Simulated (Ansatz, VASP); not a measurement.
Two plane-wave programs on Cu

```xyz
1
Lattice="-1.4428 1.4428 1.3761 1.4428 -1.4428 1.3761 1.4428 1.4428 -1.3761" Properties=species:S:1:pos:R:3 pbc="T T T"
Cu    0.0000    0.0000    0.0000
```

Alike in both runs: task single point; functional PBEsol; k mesh 12 × 12 × 12; occupations gaussian, width 0.1 eV; no spin polarisation.

|  | VASP | Ansatz |
| --- | --- | --- |
| version | VASP 6.6.1 | Ansatz 0.2.0 |
| potentials or method | VASP PAW PBE potentials, release 64 (Cu), cutoff 520 eV | scalar-relativistic, plane waves, PAW |
| valence electrons in the cell | 11 | 19 |

Ansatz gave:

- gap on the k mesh at the Fermi level (eV): none
- pressure (GPa): -1.5
- traceless stress, the component that is largest in VASP (GPa): -1.21

Q: Which values does VASP return?

A: gap on the k mesh at the Fermi level (eV): none; pressure (GPa): -0.8; traceless stress, the component that is largest in VASP (GPa): -1.20.

VASP's potentials were made for PBE, not for PBEsol. A gap of «none» marks a metal or a gap that the smearing closes. With one functional, cell and mesh, what is left measures potentials, basis and numerics. VASP's potentials hold 11 valence electrons a cell and Ansatz's 19, so a difference there can come from the potentials and not from the codes.
